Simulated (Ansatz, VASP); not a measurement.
Hg in VASP and in Ansatz

File INCAR:

```
  PREC = Accurate
  ENCUT = 600
  EDIFF = 1E-6
  ISMEAR = -1
  SIGMA = 0.05
  LREAL = False
  LASPH = True
  NELM = 60
  ALGO = Normal
  ISIF = 3
  LWAVE = False
  LCHARG = False
  GGA = CA
  IBRION = 2
  NSW = 45
  EDIFFG = -0.005
```

The input KPOINTS:

```
regular mesh
0
Gamma
  15 15 8
```

File POSCAR:

```
Hg
1.0
    3.1791125055      0.0000000000      0.0000000000
   -1.5895562527      2.7531921913      0.0000000000
    0.0000000000      0.0000000000      5.0511257269
Hg
2
Direct
    0.3333333333      0.6666666667      0.2500000000
    0.6666666667      0.3333333333      0.7500000000
```

Input for Ansatz:

```yaml
crystal:
  lattice:
    - [3.1791125055, 0.0, 0.0]
    - [-1.5895562527, 2.7531921913, 0.0]
    - [0.0, 0.0, 5.0511257269]
  atoms:
    - { symbol: Hg, position: [0.3333333333, 0.6666666667, 0.25] }
    - { symbol: Hg, position: [0.6666666667, 0.3333333333, 0.75] }
kpoints:
  mp_grid: { grid: [15, 15, 8] }
scf:
  occupations: { method: fermi_dirac, width: 0.05 }
hamiltonian:
  xc: lda
  pseudopotentials: { kind: all_electron, lapw: { basis_error: 0.0005 } }
output:
  forces: true
  stress: true
  eigenvalues: true
  populations: true
relax:
  f_tol: 0.005
  max_steps: 25
  cell: {}
```

Alike in both runs: task relaxation of cell and atoms; functional LDA; k mesh 15 × 15 × 8; occupations fermi-dirac, width 0.05 eV; no spin polarisation.

|  | VASP | Ansatz |
| --- | --- | --- |
| version | VASP 6.6.1 | Ansatz 0.2.0 |
| potentials or method | VASP PAW LDA potentials, release 64 (Hg), cutoff 600 eV | all-electron LAPW, scalar-relativistic |

```tsv
	VASP	Ansatz	Ansatz less VASP
relaxed volume (Å³/atom)	22.37	22.11	-0.268
relaxed length of the cell vector where the two differ most in proportion (Å)	5.074	5.051	-0.0229
```

LDA's correlation is that of Perdew and Zunger in VASP and of Perdew and Wang (1992) in Ansatz. Ansatz ran all-electron here, and VASP with PAW potentials.

Spin-orbit coupling is off throughout.
